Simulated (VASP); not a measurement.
# Sb (P-1) in VASP: notebook

The runs below take Sb through single point, with PBE.

Everything below comes from runs of VASP 6.6.1. Logs are shortened: lines on timing, memory, paths and dates and some standing lists are left out, and cuts for length are marked.

## 1. The cell of the first run

The typed cell holds 2 atoms: a = 4.425 Å, b = 4.520 Å, c = 4.534 Å, α = 57.26°, β = 56.83°, γ = 57.48°.

## 2. Single point, PBE (equal xy, yz and zx shear strains of -2 %)

The input, INCAR:

```
SYSTEM = Sb
  PREC = Accurate
  ENCUT = 520
  EDIFF = 1E-7
  ISMEAR = -1
  SIGMA = 0.05
  LREAL = .False.
  LASPH = .True.
  NELM = 80
  ALGO = Normal
  ISIF = 2
  LWAVE = .False.
  LCHARG = .False.
  GGA = PE
  NBANDS = 12
```

The input, KPOINTS:

```
Automatic mesh
0
Gamma
  9 9 9
  0 0 0
```

The input, POSCAR:

```
Sb
1.0
    2.1007438352      1.1827036773      3.7100774999
   -2.2004568288      1.2257156839      3.7530895065
   -0.0126070064     -2.5207393611      3.7688329936
Sb
2
Direct
    0.2336400000      0.2336400000      0.2336400000
    0.7663600000      0.7663600000      0.7663600000
```

Potentials or basis: VASP PAW PBE potentials, release 64 (Sb).

Run with:

```console
> cat potpaw_PBE.64/Sb/POTCAR > POTCAR
> mpirun -np 1 vasp_std > vasp.out
```

OUTCAR:

```text
SYSTEM = Sb
   PREC = Accurate
   ENCUT = 520
   EDIFF = 1E-7
   ISMEAR = -1
   LREAL = .False.
   LASPH = .True.
   NELM = 80
   ISIF = 2
   GGA = PE

 ion  position               nearest neighbor table
   1  0.234  0.234  0.234-   2 2.88   2 2.91   2 2.92   2 3.31   2 3.35   2 3.37
   2  0.766  0.766  0.766-   1 2.88   1 2.91   1 2.92   1 3.31   1 3.35   1 3.37

  LATTYP: Found a triclinic cell.
 ALAT       =     7.5145578927
 B/A-ratio  =     0.5773502692
 C/A-ratio  =     0.5887962869
 COS(alpha) =     0.0116469648
 COS(beta)  =     0.2721581568
 COS(gamma) =     0.8709151563

  Lattice vectors:

 A1 = (  -6.4890504864,   3.7894670516,   0.0272685195)
 A2 = (  -2.1878498224,   3.7464550450,  -0.0157434871)
 A3 = (  -2.1007438352,  -1.1827036773,  -3.7100774999)

Analysis of symmetry for initial positions (statically):
=====================================================================
 Subroutine PRICEL returns:
 Original cell was already a primitive cell.

 Routine SETGRP: Setting up the symmetry group for a
 triclinic supercell.

 Subroutine GETGRP returns: Found  2 space group operations
 (whereof  2 operations were pure point group operations)
 out of a pool of  2 trial point group operations.

The static configuration has the point symmetry S_2 .

Analysis of symmetry for dynamics (positions and initial velocities):
=====================================================================
 Subroutine PRICEL returns:
 Original cell was already a primitive cell.

 Routine SETGRP: Setting up the symmetry group for a
 triclinic supercell.

 Subroutine GETGRP returns: Found  2 space group operations
 (whereof  2 operations were pure point group operations)
 out of a pool of  2 trial point group operations.

The dynamic configuration has the point symmetry S_2 .

 Subroutine INISYM returns: Found  2 space group operations
 (whereof  2 operations are pure point group operations),
 and found     1 'primitive' translations

----------------------------------------------------------------------------------------

                                     Primitive cell

  volume of cell :      59.9673

  direct lattice vectors                    reciprocal lattice vectors
     2.100743835  1.182703677  3.710077500     0.234795821  0.137505526  0.092754352
    -2.200456829  1.225715684  3.753089506    -0.230284579  0.132807744  0.088056571
[... 86 lines left out ...]
   LREAL  =      F    real-space projection
   EDIFFG = 0.1E-05   stopping-criterion for IOM
   NSW    =      0    number of steps for IOM
   IBRION =     -1    ionic relax: 0-MD 1-quasi-New 2-CG
   NFREE  =      0    steps in history (QN), initial steepest desc. (CG)
   ISIF   =      2    stress and relaxation
   ISYM   =      2    0-nonsym 1-usesym 2-fastsym
   POTIM  = 0.5000    time-step for ionic-motion
   TEBEG  =    0.0;   TEEND  =   0.0 temperature during run
   PSTRESS=    0.0 pullay stress
   NELECT =      10.0000    total number of electrons
   NUPDOWN=      -1.0000    fix difference up-down
   EMIN   =  10.00;   EMAX   =-10.00  energy-range for DOS
   EFERMI =   0.00;   METHOD = LEGACY
   ISMEAR =    -1;   SIGMA  =   0.05  broadening in eV -4-tet -1-fermi 0-gaus
   EFERMI_NEDOS =   21; number of points for ismear=-14 and -15
   IALGO  =     38    algorithm
   IMIX   =      4    mixing-type and parameters
     AMIX     =   0.40;   BMIX     =  1.00
     AMIX_MAG =   1.60;   BMIX_MAG =  1.00
  volume/ion in A,a.u.               =      29.98       202.34
  Fermi-wavevector in a.u.,A,eV,Ry     =   0.901094  1.702820 11.047519  0.811970
  Thomas-Fermi vector in A             =   2.024132
   LORBIT       =      0    0 simple, 1 ext, 2 COOP (PROOUT), +10 PAW based schemes
   GGA     = PE    functional components
   LHFCALC =     F    Hartree Fock is set to
   AEXX    =    0.0000 exact exchange contribution
   IVDW    =     0    specifies the selected vdW correction
   LEPSILON=     F    determine dielectric tensor
   LRPA    =     F    only Hartree local field effects (RPA)
 non-spin polarized calculation
  energy-cutoff  :      520.00
  volume of cell :       59.97
 maximum number of plane-waves:      1629
 NGX is ok and might be reduce to    36
   NGX = 17   NGY = 17   NGZ = 17

 number of electron      10.0000000 magnetization

 Free energy of the ion-electron system (eV)
  ---------------------------------------------------
  ext. energy  EPLUGINS =         0.00000000
  ---------------------------------------------------
  free energy    TOTEN  =        -8.24142253 eV

  energy without entropy =       -8.23948985  energy(sigma->0) =       -8.24045619

 E-fermi :   7.3664     XC(G=0):  -9.5625

 val. band max:        7.3662406564   @ k =   0.0000   0.0000   0.4444
 cond. band min:       7.4588614555   @ k =   0.0000   0.4444   0.0000
 fundamental gap:      0.0926207990
 Fermi energy:         7.3663766435

 k-point     1 :       0.0000    0.0000    0.0000
  band No.  band energies     occupation
      1      -5.4012      2.00000
      2       2.6218      2.00000
      3       5.2624      2.00000
      4       5.4256      2.00000
      5       5.7387      2.00000
      6       9.4393      0.00000
      7       9.9470      0.00000
      8      10.2365      0.00000
      9      12.3358      0.00000
     10      12.5188      0.00000
     11      12.6972      0.00000
     12      13.9482      0.00000
[... 331 lines left out ...]
 k-point    24 :       0.0000    0.3333    0.0000
  band No.  band energies     occupation
      1      -4.2093      2.00000
      2      -0.7245      2.00000
      3       5.4562      2.00000
      4       5.5125      2.00000
      5       6.6266      2.00000
      6       8.0784      0.00000
      7       8.1560      0.00000
      8       8.5304      0.00000
      9      13.0059      0.00000
     10      13.7380      0.00000
     11      14.4220      0.00000
     12      17.8144      0.00000

 [... further k-points ...]
[... 5 lines left out ...]
  --------------------------------------------------------------------------------------
  -------------------------------------------------------------------------------------
  Total        1.0188373      1.5272394      1.0801197      0.0515532      0.4778497      0.2215898
  in kB       27.2207882     40.8040253     28.8581019      1.3773727     12.7669508      5.9203276
  external PRESSURE =      32.2943051 kB  Pullay stress =       0.0000000 kB

 VOLUME and BASIS-vectors are now :
 -----------------------------------------------------------------------------
  energy-cutoff  :      520.00
  volume of cell :       59.97
      direct lattice vectors                 reciprocal lattice vectors
     2.100743835  1.182703677  3.710077500     0.234795821  0.137505526  0.092754352
    -2.200456829  1.225715684  3.753089506    -0.230284579  0.132807744  0.088056571
    -0.012607006 -2.520739361  3.768832994    -0.001812777 -0.267614806  0.086337063

 POSITION                                       TOTAL-FORCE (eV/Angst)
 -----------------------------------------------------------------------------------
     -0.02624     -0.02624      2.62424         0.054578      0.101031      0.246097
     -0.08608     -0.08608      8.60776        -0.054578     -0.101031     -0.246097
 -----------------------------------------------------------------------------------
    total drift:                                0.000000     -0.000000      0.000000

  FREE ENERGIE OF THE ION-ELECTRON SYSTEM (eV)
  ---------------------------------------------------
  free  energy   TOTEN  =        -8.2414225318 eV

  energy  without entropy=       -8.2394898533  energy(sigma->0) =       -8.24045619
```

stdout:

```text
POSCAR found type information on POSCAR Sb
 POSCAR found :  1 types and       2 ions
 scaLAPACK will be used
 LDA part: xc-table for (Slater+PW92), standard interpolation
 POSCAR, INCAR and KPOINTS ok, starting setup
 FFT: planning ... GRIDC
 FFT: planning ... GRID_SOFT
 FFT: planning ... GRID
 WAVECAR not read
 entering main loop
```

Run time: 6.5 min. Hardware: 1 thread of AMD EPYC 7R13, shared host; peak memory 0.34 GiB.

What came out:

```yaml
Free_energy: -8.2414 eV
Pressure: 3.2 GPa
Largest_force: 0.272 eV/Å
Band_gap_on_the_k_mesh: zero (bands 5 and 6 overlap by 0.05 eV)
```

Forces on the atoms (eV/Å):
```
Sb   0.055  0.101  0.246
Sb  -0.055 -0.101 -0.246
```

Stress tensor (GPa, compression positive):
```
2.72 0.14 0.59
0.14 4.08 1.28
0.59 1.28 2.89
```

Caveat: the cell differs from its parent crystal (equal xy, yz and zx shear strains of -2 %); the cell stands under pressure; spin-orbit coupling is left out, which moves the levels of the heavy elements.

## 3. Single point, PBE (equal xy, yz and zx shear strains of +1 %)

The input, INCAR:

```
SYSTEM = Sb
ALGO = Normal
EDIFF = 1E-6
ENCUT = 520
GGA = PE
ISIF = 2
ISMEAR = -1
LASPH = .TRUE.
LCHARG = .TRUE.
LELF = .TRUE.
LREAL = .FALSE.
LVHAR = .TRUE.
LWAVE = .FALSE.
NBANDS = 12
NELM = 100
PREC = Accurate
SIGMA = 0.05
```

The input, KPOINTS:

```
k-points
0
G
  9 9 9
  0 0 0
```

The input, POSCAR:

```
Sb
1.0
    2.1755285804      1.2711226823      3.7609612501
   -2.1256720836      1.2496166789      3.7394552467
    0.0063035032     -2.4645793611      3.7315835032
Sb
2
Direct
    0.2336400000      0.2336400000      0.2336400000
    0.7663600000      0.7663600000      0.7663600000
```

Potentials or basis: VASP PAW PBE potentials, release 64 (Sb).

Run with:

```console
> cat potpaw_PBE.64/Sb/POTCAR > POTCAR
> mpirun -np 1 vasp_std > vasp.out
```

Run time: 5.9 min. Hardware: 1 thread of AMD EPYC 7R13, shared host; peak memory 0.34 GiB.

Results (log left out):

```yaml
Free_energy: -8.2474 eV
Pressure: 3.2 GPa
Largest_force: 0.251 eV/Å
Band_gap_on_the_k_mesh: zero (bands 5 and 6 overlap by 0.02 eV)
```

Forces on the atoms (eV/Å):
```
Sb  -0.025 -0.050  0.245
Sb   0.025  0.050 -0.245
```

Stress tensor (GPa, compression positive):
```
 3.72 -0.06 -0.30
-0.06  3.08 -0.62
-0.30 -0.62  2.85
```

Levels at points of the mesh, in eV from the Fermi level:
```csv
k point,band 1,band 2,band 3,band 4,band 5,band 6,band 7,band 8,band 9,band 10
"(0.00, 0.00, 0.00)",-12.77,-4.75,-2.07,-1.91,-1.72,2.07,2.65,2.78,5.02,5.12
```

Caveat: the cell differs from its parent crystal (equal xy, yz and zx shear strains of +1 %); the cell stands under pressure; spin-orbit coupling is left out, which moves the levels of the heavy elements.

## 4. Single point, PBE (equal xy, yz and zx shear strains of +3 %)

The input, INCAR:

```
PREC = Accurate
ENCUT = 520
EDIFF = 1E-6
ISMEAR = -1
SIGMA = 0.05
LREAL = False
LASPH = True
NELM = 80
ALGO = Normal
ISIF = 2
LWAVE = False
LCHARG = True
GGA = PE
LELF = True
LVHAR = True
NBANDS = 12
```

The input, KPOINTS:

```
regular mesh
0
Gamma
  9 9 9
```

The input, POSCAR:

```
Sb
1.0
    2.2253850772      1.3300686856      3.7948837502
   -2.0758155868      1.2655506756      3.7303657402
    0.0189105096     -2.4271393611      3.7067505096
Sb
2
Direct
    0.2336400000      0.2336400000      0.2336400000
    0.7663600000      0.7663600000      0.7663600000
```

Run with:

```console
> cat potpaw_PBE.64/Sb/POTCAR > POTCAR
> mpirun -np 1 vasp_std > vasp.out
```

It took 6.3 min on 1 thread of AMD EPYC 7R13, shared host; peak memory 0.34 GiB.

The run converged. Its results:

```yaml
Free_energy: -8.2325 eV
Pressure: 3.3 GPa
Largest_force: 0.301 eV/Å
Band_gap_on_the_k_mesh: zero (bands 5 and 6 overlap by 0.23 eV)
```

Forces in eV/Å, atoms in the order of the input:
```
Sb  -0.074 -0.147  0.252
Sb   0.074  0.147 -0.252
```

Stress tensor (GPa, compression positive):
```
 4.34 -0.17 -0.87
-0.17  2.51 -1.78
-0.87 -1.78  2.92
```

Levels at points of the mesh, in eV from the Fermi level:
| k point | band 2 | band 3 | band 4 | band 5 | band 6 | band 7 | band 8 | band 9 |
| --- | --- | --- | --- | --- | --- | --- | --- | --- |
| (0.00, 0.00, 0.00) | -4.72 | -2.08 | -2.02 | -1.48 | 2.07 | 2.58 | 2.96 | 4.97 |

Caveat: the cell differs from its parent crystal (equal xy, yz and zx shear strains of +3 %); the cell stands under pressure; spin-orbit coupling is left out, which moves the levels of the heavy elements.

## 5. Overview

```tsv
cell	gap on the mesh (eV)	pressure (GPa)	largest force (eV/Å)
a = 4.425, b = 4.520, c = 4.534 Å, angles 57.3, 56.8, 57.5°, 2 atoms	none	3.2	0.27
a = 4.527, b = 4.479, c = 4.472 Å, angles 57.2, 57.4, 57.1°, 2 atoms	none	3.2	0.25
a = 4.596, b = 4.453, c = 4.431 Å, angles 57.1, 57.7, 56.8°, 2 atoms	none	3.3	0.30
```

Alike in all rows: task single point; level PBE; potentials or basis VASP PAW PBE potentials, release 64 (Sb); no spin polarisation; k mesh 9 × 9 × 9; cutoff (eV) 520; smearing fermi-dirac 0.05 eV.

Caveats: the cell stands under pressure; spin-orbit coupling is left out, which moves the levels of the heavy elements.

Absolute energies hang on the potentials; compare differences alone.

The gap in the log of VASP goes by the Fermi energy; the results here count the filled bands.